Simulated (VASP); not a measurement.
A run of VASP 6.6.1 is set up as follows.

The input POSCAR:

```
Ta
1.0
    4.6733724140      0.0000000000      0.0000000000
   -2.3366862070      4.0472592318      0.0000000000
    2.3366862070      1.3490864106      0.9539481493
Ta
1
Direct
    0.0000000000      0.0000000000      0.0000000000
```

The input INCAR.step1:

```
  PREC = Accurate
  ENCUT = 520
  ISMEAR = 0
  SIGMA = 0.1
  LREAL = False
  LASPH = True
  NELM = 100
  NBANDS = 12
  ISYM = 0
  GGA = PE
  ALGO = Normal
  EDIFF = 1E-4
  LWAVE = True
  LCHARG = False
```

The input INCAR.step2:

```
  PREC = Accurate
  ENCUT = 520
  EDIFF = 1E-7
  ISMEAR = 0
  SIGMA = 0.1
  LREAL = False
  LASPH = True
  NELM = 100
  ALGO = Normal
  ISIF = 2
  LWAVE = False
  LCHARG = True
  METAGGA = R2SCAN
  LMIXTAU = True
  LELF = True
  LVHAR = True
  NBANDS = 12
  ISYM = 0
  ISTART = 1
```

KPOINTS

```
regular mesh
0
Gamma
  9 9 35
```

Potentials or basis: VASP PAW PBE potentials, release 64 (Ta_pv).

The run is started by

```console
$ cat potpaw_PBE.64/Ta_pv/POTCAR > POTCAR
$ cp INCAR.step1 INCAR
$ mpirun -np 1 vasp_std > vasp.out
$ cp INCAR.step2 INCAR
$ mpirun -np 1 vasp_std > vasp.out
```

(1) Predict the pressure.

Answers

(1) 0.8 GPa.

Caveat: the k points lie up to 0.52 Å⁻¹ apart; the PAW data sets were made with another functional, which shifts forces and pressure a little.
